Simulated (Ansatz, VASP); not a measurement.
**MgB2: VASP beside Ansatz**

File INCAR:

```
SYSTEM = MgB2
ALGO     = Normal         ! electronic algorithm
EDIFF    = 1E-6           ! SCF threshold, eV
ENCUT    = 520            ! plane-wave cutoff, eV
GGA      = PE             ! functional
ISIF     = 2              ! what is computed and relaxed
ISMEAR   = 0              ! smearing method
LASPH    = .TRUE.         ! aspherical terms in the spheres
LCHARG   = .FALSE.        ! write CHGCAR
LREAL    = .FALSE.        ! projectors in reciprocal space
LWAVE    = .FALSE.        ! write WAVECAR
NBANDS   = 11             ! bands
NELM     = 60             ! most SCF steps
PREC     = Accurate       ! precision mode
SIGMA    = 0.1            ! smearing width, eV
```

KPOINTS

```
k-points
0
G
  10 10 8
  0 0 0
```

The input POSCAR:

```
MgB2
1.0
    3.1388973328      0.0000000000      0.0000000000
   -1.5694486664      2.7183644529      0.0000000000
    0.0000000000      0.0000000000      3.5845495311
Mg B
1 2
Direct
    0.0000000000      0.0000000000      0.0000000000
    0.3333333333      0.6666666667      0.5000000000
    0.6666666667      0.3333333333      0.5000000000
```

Input for Ansatz:

```yaml
crystal:
  lattice:
    - [3.1388973327562666, 0.0, 0.0]
    - [-1.5694486663781333, 2.7183644528871715, 0.0]
    - [0.0, 0.0, 3.584549531053591]
  atoms:
    - { symbol: Mg, position: [0.0, 0.0, 0.0] }
    - { symbol: B, position: [0.3333333333333333, 0.6666666666666666, 0.5] }
    - { symbol: B, position: [0.6666666666666666, 0.3333333333333333, 0.5] }
basis:
  ecutwfc: 500.0
kpoints:
  mp_grid:
    grid: [10, 10, 8]
hamiltonian:
  xc: pbe
scf:
  occupations:
    method: gaussian
    width: 0.1
output:
  stress: true
```

Alike in both runs: task single point; functional PBE; k mesh 10 × 10 × 8; occupations gaussian, width 0.1 eV; no spin polarisation.

|  | VASP | Ansatz |
| --- | --- | --- |
| version | VASP 6.6.1 | Ansatz 0.2.0 |
| potentials or method | VASP PAW PBE potentials, release 64 (Mg, B), cutoff 520 eV | plane waves, PAW |
| valence electrons in the cell | 8 | 16 |

|  | VASP | Ansatz | Ansatz less VASP |
| --- | --- | --- | --- |
| pressure (GPa) | -8.2 | -8.0 | +0.24 |
| traceless stress, the component that is largest in VASP (GPa) | 1.73 | 1.85 | +0.119 |

VASP's potentials hold 8 valence electrons a cell and Ansatz's 16, so a difference there can come from the potentials and not from the codes.
